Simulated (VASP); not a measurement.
A run of VASP 6.6.1 is set up as follows.

File INCAR:

```
ALGO = Normal
EDIFF = 1E-6
ENCUT = 520
ISIF = 2
ISMEAR = 0
LASPH = T
LCHARG = T
LELF = T
LREAL = F
LVHAR = T
LWAVE = F
NBANDS = 11
NELM = 80
PREC = Accurate
SIGMA = 0.01
```

KPOINTS

```
k-points
0
Gamma
  12 12 8
```

POSCAR

```
MgO
1.0
    2.8706076065     -0.0000002821      0.0000000000
   -1.4353035590      2.4860192525      0.0000000000
    0.0000000000      0.0000000000      2.6236301505
Mg O
1 1
Direct
    0.0000000000      0.0000000000      0.0000000000
    0.3333333333      0.6666666667      0.5000000000
```

Potentials or basis: VASP PAW LDA potentials, release 64 (Mg, O).

Launch:

```console
$ cat potpaw_LDA.64/Mg/POTCAR potpaw_LDA.64/O/POTCAR > POTCAR
$ mpirun -np 1 vasp_std > vasp.out
```

Predict the pressure.

-1.7 GPa.

Estimate the band gap on the k mesh.

3.48 eV (least direct gap 3.91 eV).

Stress tensor (GPa, compression positive):
```
-1.59  0.00  0.00
 0.00 -1.59  0.00
 0.00  0.00 -2.03
```

A k mesh can miss the band edges.
